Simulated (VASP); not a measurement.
# Si (a cell with a defect) in VASP: a series of runs

Si (a cell with a defect) is run at these levels: PBE; tasks: relaxation of the atoms.

All numbers are computed with VASP 6.6.1; they aren't measurements. Logs are shortened: lines on timing, memory, paths and dates and some standing lists are left out, and cuts for length are marked.

## 1. The cell of the first run

The cell holds a defect, 17 atoms: a = 7.679 Å, b = 7.679 Å, c = 7.679 Å, α = 60.00°, β = 60.00°, γ = 60.00°.

## 2. Relaxation of the atoms, PBE

Input file INCAR:

```
PREC = Accurate
ENCUT = 520
EDIFF = 1E-6
ISMEAR = 0
SIGMA = 0.05
LREAL = Auto
LASPH = True
NELM = 60
ALGO = Normal
ISIF = 2
LWAVE = False
LCHARG = False
GGA = PE
IBRION = 2
NSW = 80
EDIFFG = -0.03
```

Input file KPOINTS:

```
regular mesh
0
Gamma
  2 2 2
```

Input file POSCAR:

```
Si
1.0
    0.0000000000      5.4300000000      5.4300000000
    5.4300000000      0.0000000000      5.4300000000
    5.4300000000      5.4300000000      0.0000000000
Si
17
Direct
    0.0000000000      0.0000000000      0.0000000000
    0.1250000000      0.1250000000      0.1250000000
    0.0000000000      0.0000000000      0.5000000000
    0.1250000000      0.1250000000      0.6250000000
    0.0000000000      0.5000000000      0.0000000000
    0.1250000000      0.6250000000      0.1250000000
    0.0000000000      0.5000000000      0.5000000000
    0.1250000000      0.6250000000      0.6250000000
    0.5000000000      0.0000000000      0.0000000000
    0.6250000000      0.1250000000      0.1250000000
    0.5000000000      0.0000000000      0.5000000000
    0.6250000000      0.1250000000      0.6250000000
    0.5000000000      0.5000000000      0.0000000000
    0.6250000000      0.6250000000      0.1250000000
    0.5000000000      0.5000000000      0.5000000000
    0.6250000000      0.6250000000      0.6250000000
    0.8203407400      0.5660289500      0.8075350200
```

Potentials or basis: VASP PAW PBE potentials, release 64 (Si).

Launch:

```console
$ cat potpaw_PBE.64/Si/POTCAR > POTCAR
$ mpirun -np 1 vasp_std > vasp.out
```

OUTCAR:

```text
PREC = Accurate
   ENCUT = 520
   EDIFF = 1E-6
   ISMEAR = 0
   LREAL = Auto
   LASPH = True
   NELM = 60
   ISIF = 2
   GGA = PE
   IBRION = 2
   NSW = 80
   EDIFFG = -0.03

 ion  position               nearest neighbor table
   1  0.000  0.000  0.000-   2 2.35   4 2.35   6 2.35  10 2.35
   2  0.125  0.125  0.125-   1 2.35   3 2.35   5 2.35   9 2.35
   3  0.000  0.000  0.500-   2 2.35   4 2.35   8 2.35  12 2.35
   4  0.125  0.125  0.625-   1 2.35   3 2.35   7 2.35  11 2.35
   5  0.000  0.500  0.000-  17 2.22   6 2.35   8 2.35  14 2.35   2 2.35
   6  0.125  0.625  0.125-   1 2.35   5 2.35   7 2.35  13 2.35
   7  0.000  0.500  0.500-  17 2.23   6 2.35   8 2.35  16 2.35   4 2.35
   8  0.125  0.625  0.625-  17 2.19   5 2.35   7 2.35  15 2.35   3 2.35
   9  0.500  0.000  0.000-   2 2.35  10 2.35  12 2.35  14 2.35
  10  0.625  0.125  0.125-   1 2.35   9 2.35  11 2.35  13 2.35
  11  0.500  0.000  0.500-   4 2.35  10 2.35  12 2.35  16 2.35
  12  0.625  0.125  0.625-   3 2.35   9 2.35  11 2.35  15 2.35
  13  0.500  0.500  0.000-  17 2.31  10 2.35  14 2.35  16 2.35   6 2.35
  14  0.625  0.625  0.125-  17 2.27   9 2.35  13 2.35  15 2.35   5 2.35
  15  0.500  0.500  0.500-   8 2.35  12 2.35  14 2.35  16 2.35
  16  0.625  0.625  0.625-  17 2.28  11 2.35  13 2.35  15 2.35   7 2.35
  17  0.820  0.566  0.808-   8 2.19   5 2.22   7 2.23  14 2.27  16 2.28  13 2.31

  LATTYP: Found a face centered cubic cell.
 ALAT       =    10.8600000000

  Lattice vectors:

 A1 = (   0.0000000000,   5.4300000000,   5.4300000000)
 A2 = (   5.4300000000,   0.0000000000,   5.4300000000)
 A3 = (   5.4300000000,   5.4300000000,   0.0000000000)

Analysis of symmetry for initial positions (statically):
=====================================================================
 Subroutine PRICEL returns:
 Original cell was already a primitive cell.

 Routine SETGRP: Setting up the symmetry group for a
 face centered cubic supercell.

 Subroutine GETGRP returns: Found  1 space group operations
 (whereof  1 operations were pure point group operations)
 out of a pool of 48 trial point group operations.

The static configuration has the point symmetry C_1 .

Analysis of symmetry for dynamics (positions and initial velocities):
=====================================================================
 Subroutine PRICEL returns:
 Original cell was already a primitive cell.

 Routine SETGRP: Setting up the symmetry group for a
 face centered cubic supercell.

 Subroutine GETGRP returns: Found  1 space group operations
 (whereof  1 operations were pure point group operations)
 out of a pool of 48 trial point group operations.

The dynamic configuration has the point symmetry C_1 .

 Subroutine INISYM returns: Found  1 space group operations
 (whereof  1 operations are pure point group operations),
 and found     1 'primitive' translations

[... 118 lines left out ...]
   NELECT =      68.0000    total number of electrons
   NUPDOWN=      -1.0000    fix difference up-down
   EMIN   =  10.00;   EMAX   =-10.00  energy-range for DOS
   EFERMI =   0.00;   METHOD = LEGACY
   ISMEAR =     0;   SIGMA  =   0.05  broadening in eV -4-tet -1-fermi 0-gaus
   EFERMI_NEDOS =   21; number of points for ismear=-14 and -15
   IALGO  =     38    algorithm
   IMIX   =      4    mixing-type and parameters
     AMIX     =   0.40;   BMIX     =  1.00
     AMIX_MAG =   1.60;   BMIX_MAG =  1.00
  volume/ion in A,a.u.               =      18.84       127.11
  Fermi-wavevector in a.u.,A,eV,Ry     =   0.976715  1.845724 12.979587  0.953973
  Thomas-Fermi vector in A             =   2.107356
   LORBIT       =      0    0 simple, 1 ext, 2 COOP (PROOUT), +10 PAW based schemes
   GGA     = PE    functional components
   LHFCALC =     F    Hartree Fock is set to
   AEXX    =    0.0000 exact exchange contribution
   IVDW    =     0    specifies the selected vdW correction
   LEPSILON=     F    determine dielectric tensor
   LRPA    =     F    only Hartree local field effects (RPA)
 conjugate gradient relaxation of ions
 non-spin polarized calculation
 Gauss-broadening in eV      SIGMA  =   0.05
  energy-cutoff  :      520.00
  volume of cell :      320.21
 maximum number of plane-waves:      8646
 NGX is ok and might be reduce to    60
   NGX = 29   NGY = 29   NGZ = 29

--------------------------------------- Ionic step        1  -------------------------------------------

 number of electron      68.0000003 magnetization

 Free energy of the ion-electron system (eV)
  ---------------------------------------------------
  ext. energy  EPLUGINS =         0.00000000
  ---------------------------------------------------
  free energy    TOTEN  =       -86.69337163 eV

  energy without entropy =      -86.68283331  energy(sigma->0) =      -86.68810247

------------------------ aborting loop because EDIFF is reached ----------------------------------------

  FORCE on cell =-STRESS in cart. coord.  units (eV):
  Direction    XX          YY          ZZ          XY          YZ          ZX
  --------------------------------------------------------------------------------------
  -------------------------------------------------------------------------------------
  Total       15.2262627     15.2520151     15.2787444      4.2879432      4.2756449     -4.2814084
  in kB       76.1858673     76.3147218     76.4484637     21.4550791     21.3935437    -21.4223820
  external PRESSURE =      76.3163509 kB  Pullay stress =       0.0000000 kB
[... 134 lines left out ...]
  FREE ENERGIE OF THE ION-ELECTRON SYSTEM (eV)
  ---------------------------------------------------
  free  energy   TOTEN  =       -87.4022487504 eV

  energy  without entropy=      -87.3952013674  energy(sigma->0) =      -87.39872506

[... ionic steps 4 to 16 ...]

--------------------------------------- Ionic step       17  -------------------------------------------

 number of electron      68.0000001 magnetization

------------------------ aborting loop because EDIFF is reached ----------------------------------------
[... 97 lines left out ...]
--------------------------------------- Ionic step       19  -------------------------------------------

 number of electron      68.0000001 magnetization

 Free energy of the ion-electron system (eV)
  ---------------------------------------------------
  ext. energy  EPLUGINS =         0.00000000
  ---------------------------------------------------
  free energy    TOTEN  =       -87.68373889 eV

  energy without entropy =      -87.67431656  energy(sigma->0) =      -87.67902773

 E-fermi :   6.7267     XC(G=0):  -9.6903

 val. band max:        6.4889534264   @ k =   0.5000   0.5000   0.0000
 cond. band min:       6.7319144462   @ k =   0.0000   0.5000   0.0000
 fundamental gap:      0.2429610198
 Fermi energy:         6.7267472283

 k-point     1 :       0.0000    0.0000    0.0000
  band No.  band energies     occupation
      1      -6.2187      2.00000
      2      -3.9014      2.00000
      3      -3.6328      2.00000
      4      -3.6303      2.00000
      5      -3.3954      2.00000
      6      -2.5321      2.00000
[... 401 lines left out ...]
  FREE ENERGIE OF THE ION-ELECTRON SYSTEM (eV)
  ---------------------------------------------------
  free  energy   TOTEN  =       -87.6837388923 eV

  energy  without entropy=      -87.6743165616  energy(sigma->0) =      -87.67902773

 reached required accuracy - stopping structural energy minimisation
```

CONTCAR:

```text
Si
   1.00000000000000
     0.0000000000000000    5.4299999999999997    5.4299999999999997
     5.4299999999999997    0.0000000000000000    5.4299999999999997
     5.4299999999999997    5.4299999999999997    0.0000000000000000
  Si
    17
Direct
     0.9832234565781975    0.0514259806960969    0.9827090267101894
     0.1266484947371758    0.1342741532499518    0.1259782342708433
     0.0127847100536893    0.9918845880802316    0.4976987473519443
     0.1266523526595366    0.1342444680109817    0.6132148095376889
     0.0094657763627966    0.5060805417453991    0.0085653909508472
     0.1090743729547578    0.6750468750807026    0.1079853674528134
[... 9 lines left out ...]
     0.6156441227941649    0.6200296269273107    0.6142413046912482
     0.8114549576765574    0.5658145457477319    0.8113610875331696

  0.00000000E+00  0.00000000E+00  0.00000000E+00
  0.00000000E+00  0.00000000E+00  0.00000000E+00
  0.00000000E+00  0.00000000E+00  0.00000000E+00
  0.00000000E+00  0.00000000E+00  0.00000000E+00
  0.00000000E+00  0.00000000E+00  0.00000000E+00
  0.00000000E+00  0.00000000E+00  0.00000000E+00
[... 9 lines left out ...]
  0.00000000E+00  0.00000000E+00  0.00000000E+00
  0.00000000E+00  0.00000000E+00  0.00000000E+00
```

Run time: 16 min. Hardware: 1 thread of Intel Xeon 6975P-C (Granite Rapids), shared host; peak memory 0.53 GiB.

Results:

- Free energy: -87.6837 eV
- Energy gained by relaxing: 58.3 meV/atom
- Ionic steps: 19
- Pressure after relaxing: 4.8 GPa
- Largest force after relaxing: 0.030 eV/Å
- Band gap on the k mesh: 0.01 eV

Forces on the atoms (eV/Å):
```
Si   0.008 -0.004  0.028
Si   0.007  0.002  0.007
Si  -0.008  0.009 -0.004
Si  -0.005 -0.008  0.007
Si   0.006  0.010  0.007
Si  -0.002  0.000 -0.022
Si  -0.008 -0.008  0.006
Si  -0.013  0.014  0.002
Si   0.007  0.016 -0.012
Si   0.016 -0.016 -0.014
Si  -0.015 -0.007 -0.014
Si  -0.014  0.015  0.004
Si   0.000 -0.002  0.006
Si  -0.008 -0.003 -0.009
Si   0.020 -0.021 -0.006
Si   0.003  0.010 -0.009
Si   0.007 -0.005  0.022
```

Stress tensor (GPa, compression positive):
```
 4.84  0.45 -0.45
 0.45  4.84  0.45
-0.45  0.45  4.84
```

The path:
```tsv
step	energy change (eV)	largest force (eV/Å)	pressure (GPa)
1	0.0000	2.8208	7.63
2	-0.7073	0.7579	6.29
3	-0.7089	0.7420	6.31
4	-0.7946	0.4221	6.13
5	-0.7965	0.4217	6.10
6	-0.8293	0.2786	6.03
7	-0.8369	0.2385	5.98
8	-0.8660	0.2127	5.91
9	-0.9204	0.3778	5.67
10	-0.8917	0.7977	5.14
11	-0.9301	0.5437	5.49
12	-0.9464	0.4701	5.40
13	-0.9780	0.2725	5.12
14	-0.9670	0.3338	4.53
15	-0.9853	0.1313	4.89
16	-0.9884	0.0670	4.87
17	-0.9893	0.0667	4.85
18	-0.9897	0.0544	4.85
19	-0.9904	0.0300	4.84
```

Final structure:
```
Si
1.0
     0.00000    5.43000    5.43000
     5.43000    0.00000    5.43000
     5.43000    5.43000    0.00000
Si
17
Direct
  0.98322 0.05143 0.98271
  0.12665 0.13427 0.12598
  0.01278 0.99188 0.49770
  0.12665 0.13424 0.61321
  0.00947 0.50608 0.00857
  0.10907 0.67505 0.10799
  0.00958 0.50603 0.47594
  0.15070 0.61988 0.61475
  0.49838 0.99196 0.01195
  0.61398 0.13403 0.12604
  0.49840 0.99195 0.49780
  0.64374 0.07012 0.64311
  0.47671 0.50577 0.00884
  0.61563 0.62004 0.15016
  0.51827 0.44744 0.51719
  0.61564 0.62003 0.61424
  0.81145 0.56581 0.81136
```

Caveat: the k points lie up to 0.50 Å⁻¹ apart; the smearing spreads over this small gap; semilocal functionals underestimate gaps, and a narrow one can read as zero.

## 3. Relaxation of the atoms, PBE

Input file INCAR:

```
ALGO = Normal ; EDIFF = 1E-6
EDIFFG = -0.03 ; ENCUT = 520
GGA = PE ; IBRION = 2
ISIF = 2 ; ISMEAR = 0
LASPH = True ; LCHARG = False
LREAL = Auto ; LWAVE = False
NELM = 60 ; NSW = 80
PREC = Accurate ; SIGMA = 0.05
```

Input file KPOINTS:

```
k-points
0
Gamma
  2 2 2
```

POSCAR, as its differences from that of step 2:

```diff
@@ -24,2 +24,2 @@
     0.6250000000      0.6250000000      0.6250000000
-    0.8203407400      0.5660289500      0.8075350200
+    0.8195995000      0.3096419000      0.8091222000
```

Potentials or basis: VASP PAW PBE potentials, release 64 (Si).

Launch:

```console
$ cat potpaw_PBE.64/Si/POTCAR > POTCAR
$ mpirun -np 1 vasp_std > vasp.out
```

It took 55 min on 1 thread of Oxide Virtual Turin-like, shared host; peak memory 0.5 GiB.

It converged, with:

```yaml
Free_energy: -87.6839 eV
Energy_gained_by_relaxing: 57.2 meV/atom
Ionic_steps: 18
Pressure_after_relaxing: 4.8 GPa
Largest_force_after_relaxing: 0.017 eV/Å
Band_gap_on_the_k_mesh: 0.02 eV
```

Forces in eV/Å, atoms in the order of the input:
```
Si   0.000  0.003 -0.004
Si  -0.009  0.004 -0.008
Si  -0.005  0.012  0.012
Si  -0.007  0.000  0.000
Si  -0.003 -0.009 -0.010
Si   0.010 -0.001 -0.001
Si   0.000 -0.003  0.002
Si  -0.010 -0.009  0.005
Si   0.005  0.003 -0.004
Si   0.005 -0.002  0.004
Si   0.006 -0.005 -0.005
Si   0.012  0.007  0.005
Si  -0.008 -0.001 -0.002
Si  -0.001 -0.004 -0.004
Si   0.006 -0.005  0.004
Si   0.005  0.004 -0.003
Si  -0.006  0.006  0.009
```

Stress tensor (GPa, compression positive):
```
 4.83 -0.45 -0.45
-0.45  4.83 -0.45
-0.45 -0.45  4.83
```

Step by step:
| step | energy change (eV) | largest force (eV/Å) | pressure (GPa) |
| --- | --- | --- | --- |
| 1 | 0.0000 | 2.6123 | 7.61 |
| 2 | -0.7014 | 0.7074 | 6.28 |
| 3 | -0.7015 | 0.7036 | 6.29 |
| 4 | -0.7790 | 0.4061 | 6.13 |
| 5 | -0.7830 | 0.4035 | 6.09 |
| 6 | -0.8143 | 0.2449 | 6.02 |
| 7 | -0.8204 | 0.2617 | 5.97 |
| 8 | -0.8514 | 0.2285 | 5.90 |
| 9 | -0.9091 | 0.3567 | 5.63 |
| 10 | -0.8776 | 0.7453 | 5.03 |
| 11 | -0.9192 | 0.5046 | 5.43 |
| 12 | -0.9375 | 0.4241 | 5.32 |
| 13 | -0.9676 | 0.1752 | 4.97 |
| 14 | -0.9695 | 0.0969 | 4.86 |
| 15 | -0.9714 | 0.0499 | 4.84 |
| 16 | -0.9718 | 0.0468 | 4.84 |
| 17 | -0.9722 | 0.0358 | 4.84 |
| 18 | -0.9725 | 0.0174 | 4.83 |

Final structure:
```
CELL_PARAMETERS angstrom
0.00000 5.43000 5.43000
5.43000 0.00000 5.43000
5.43000 5.43000 0.00000
ATOMIC_POSITIONS crystal
Si 0.01020 0.97494 0.00927
Si 0.12709 0.11269 0.12654
Si 0.01231 0.99831 0.49827
Si 0.14982 0.11554 0.61549
Si 0.98245 0.48183 0.98177
Si 0.10829 0.60748 0.10744
Si 0.01018 0.50930 0.47491
Si 0.12708 0.62657 0.61266
Si 0.49881 0.99832 0.01175
Si 0.61616 0.11521 0.14930
Si 0.51755 0.01679 0.51677
Si 0.64311 0.14248 0.64243
Si 0.47548 0.50961 0.00957
Si 0.61323 0.62664 0.12660
Si 0.49882 0.51177 0.49829
Si 0.61617 0.64932 0.61518
Si 0.81286 0.31285 0.81287
```

Levels at points of the mesh, in eV from the valence-band top:
```
           k point  band 32  band 33  band 34  band 35  band 36  band 37
(0.00, 0.00, 0.00)    -0.65    -0.65    -0.47     0.02     0.02     0.30
(0.50, 0.00, 0.00)    -1.33    -0.82    -0.29     0.31     0.67     0.98
(0.00, 0.50, 0.00)    -1.33    -0.82    -0.29     0.31     0.67     0.98
(0.00, 0.00, 0.50)    -1.33    -0.82    -0.29     0.31     0.67     0.98
(0.50, 0.50, 0.50)    -1.24    -1.24     0.00     0.48     0.48     1.24
(0.50, 0.50, 0.00)    -1.69    -0.38    -0.24     0.56     1.46     1.53
(0.00, 0.50, 0.50)    -1.69    -0.38    -0.24     0.56     1.46     1.53
(0.50, 0.00, 0.50)    -1.69    -0.38    -0.24     0.56     1.46     1.53
```

Caveat: the k points lie up to 0.50 Å⁻¹ apart; the smearing spreads over this small gap; semilocal functionals underestimate gaps, and a narrow one can read as zero.

The gap in the log of VASP goes by the Fermi energy; the results here count the filled bands.